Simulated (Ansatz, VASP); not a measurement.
**TiSi2: VASP beside Ansatz**

File INCAR:

```
ALGO = Normal
EDIFF = 1E-6
ENCUT = 520
GGA = PS
ISIF = 2
ISMEAR = 0
LASPH = True
LCHARG = False
LREAL = False
LWAVE = False
NBANDS = 29
NELM = 80
PREC = Accurate
SIGMA = 0.15
```

The input KPOINTS:

```
k-points
0
Gamma
  14 14 14
```

The input POSCAR:

```
TiSi2
1.0
    0.0000000000      4.0092400692      4.2480470649
    2.3332604802      0.0000000000      4.2480470649
    2.3332604802      4.0092400692      0.0000000000
Ti Si
2 4
Direct
    0.7500000000      0.7500000000      0.7500000000
    0.5000000000      0.5000000000      0.5000000000
    0.0861670623      0.4138329377      0.0861670623
    0.4138329377      0.0861670623      0.4138329377
    0.1638329377      0.8361670623      0.1638329377
    0.8361670623      0.1638329377      0.8361670623
```

Input for Ansatz:

```yaml
crystal:
  lattice:
    - [0.0, 4.0092400692, 4.2480470649]
    - [2.3332604802, 0.0, 4.2480470649]
    - [2.3332604802, 4.0092400692, 0.0]
  atoms:
    - { symbol: Ti, position: [0.75, 0.75, 0.75] }
    - { symbol: Ti, position: [0.5, 0.5, 0.5] }
    - { symbol: Si, position: [0.0861670623, 0.4138329377, 0.0861670623] }
    - { symbol: Si, position: [0.4138329377, 0.0861670623, 0.4138329377] }
    - { symbol: Si, position: [0.1638329377, 0.8361670623, 0.1638329377] }
    - { symbol: Si, position: [0.8361670623, 0.1638329377, 0.8361670623] }
basis:
  ecutwfc: 420
kpoints:
  mp_grid: { grid: [14, 14, 14] }
hamiltonian:
  xc: pbesol
scf:
  occupations: { method: gaussian, width: 0.15 }
output:
  forces: true
  stress: true
  eigenvalues: true
  write_density: true
  write_potential: true
  elf: true
  volumetric_format: npy
```

Change from the starting cell: strain -0.0200 x Voigt [1, 1, 0, 0, 0, 0], atoms carried along.

Alike in both runs: task single point; functional PBEsol; k mesh 14 × 14 × 14; occupations gaussian, width 0.15 eV; no spin polarisation.

```csv
,VASP,Ansatz
version,VASP 6.6.1,Ansatz 0.2.0
potentials or method,"VASP PAW PBE potentials, release 64 (Ti_sv, Si), cutoff 520 eV","scalar-relativistic, plane waves, PAW"
valence electrons in the cell,40,40
```

Ansatz gave:

| Property | Result |
| --- | --- |
| gap on the k mesh at the Fermi level (eV) | none |
| pressure (GPa) | 6.3 |
| traceless stress, the component that is largest in VASP (GPa) | -3.70 |
| rms of the force components (eV/Å) | 0.008 |

Which values does VASP return?

gap on the k mesh at the Fermi level (eV): none; pressure (GPa): 6.5; traceless stress, the component that is largest in VASP (GPa): -3.66; rms of the force components (eV/Å): 0.007.

VASP's potentials were made for PBE, not for PBEsol. Atom by atom the forces differ by 0.001 eV/Å (rms over components). A gap of «none» marks a metal or a gap that the smearing closes.
